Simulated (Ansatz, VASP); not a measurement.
AgI: VASP beside Ansatz

```
Ag I
1.0
     4.59000    0.00000    0.00000
    -2.29500    3.97506    0.00000
     0.00000    0.00000    7.52000
Ag I
2 2
Direct
  0.66667 0.33333 0.62830
  0.33333 0.66667 0.12830
  0.66667 0.33333 0.00170
  0.33333 0.66667 0.50170
```

Alike in both runs: functional PBE; k mesh 7 × 7 × 4; occupations fermi-dirac, width 0.02 eV; no spin polarisation.

Ansatz relaxed the structure, and its values are those at the end. VASP's run is a single point on that final structure, the one shown.

```csv
,VASP,Ansatz
version,VASP 6.6.1,Ansatz 0.2.0
potentials or method,"VASP PAW PBE potentials, release 64 (Ag, I)","plane-wave PAW, scalar-relativistic"
plane-wave cutoff (eV),500,420
valence electrons in the cell,36,72
```

```csv
,VASP,Ansatz,Ansatz less VASP
gap on the k mesh at the Fermi level (eV),1.37,1.37,-0.003
pressure (GPa),1.8,1.8,+0.06
rms of the force components (eV/Å),0.008,0.008,+0.0001
```

VASP's potentials hold 36 valence electrons a cell and Ansatz's 72, so a difference there can come from the potentials and not from the codes. Ansatz's warnings: stress scf threshold loose.

Spin-orbit coupling is off throughout.
